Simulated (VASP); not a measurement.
TiNi: single point with r2SCAN

Crystal: TiNi.

```
CELL_PARAMETERS angstrom
2.98807 0.00000 0.00000
0.00000 2.98807 0.00000
0.00000 0.00000 2.98807
ATOMIC_POSITIONS crystal
Ti 0.50000 0.50000 0.50000
Ni 0.00000 0.00000 0.00000
```

```yaml
Program: VASP 6.6.1
Task: single point
Functional: r2SCAN
Potentials_or_basis: VASP PAW PBE potentials, release 64 (Ti_sv, Ni)
Cutoff: 520 eV
k_mesh: 10 × 10 × 10
Occupations: fermi-dirac, width 0.05 eV
Spin: collinear spin, ferromagnetic start
Starting_moments: "[0.79, 0.94] μB"
Fixed_moment: 1.8 μB
```

| Quantity | Value |
| --- | --- |
| Pressure | 4.1 GPa |
| Net moment | 1.80 μB per cell |
| Site moments | Ti +0.78; Ni +0.82 μB |
| Valence electrons inside the program's atomic spheres | Ti 10.25; Ni 9.39 |

Wall time 100 s on 1 thread of Intel(R) Xeon(R) 6975P-C (Granite Rapids) (shared host), peak memory 0.19 GiB.

Caveat: the PAW data sets were made with another functional, which shifts forces and pressure a little; the total moment is fixed, so each spin has its own Fermi level.
